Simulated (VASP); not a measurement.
Ti, 1 atom in the cell. It takes space group Fmmm (No. 69, orthorhombic). Conventional cell: a = 3.721 Å, b = 3.791 Å, c = 4.001 Å, α = 90.00°, β = 90.00°, γ = 90.00°. Within 3.5 Å of Ti (site symmetry mmm) lie 12 Ti at 2.66 to 2.76 Å.  This cell differs from its parent crystal: normal strain along x -0.0700, normal strain along y -0.0525.

```yaml
Program: VASP 6.6.1
Task: single point
Functional: LDA
Potentials_or_basis: VASP PAW LDA potentials, release 64 (Ti_sv)
Cutoff: 520 eV
k_mesh: 20 × 20 × 20
Occupations: gaussian, width 0.15 eV
Spin: no spin polarisation
Dipole_correction: no
Further_INCAR_settings: ALGO = Fast; EDIFF = 1e-06; NBANDS = 12
```

Potentials or basis: VASP PAW LDA potentials, release 64 (Ti_sv).

Run with:

```console
$ cat potpaw_LDA.64/Ti_sv/POTCAR > POTCAR
$ mpirun -np 1 vasp_std > vasp.out
```

Hardware: 1 thread of Intel(R) Xeon(R) Platinum 8375C CPU @ 2.90GHz (Ice Lake), with other jobs on the host.

Question: How long does it take, and how much memory?

Answer: Run time: 3 min on 1 thread of Intel(R) Xeon(R) Platinum 8375C CPU @ 2.90GHz (Ice Lake) (shared host), peak memory 0.29 GiB. Counts: scf iterations 20, k points 1166.
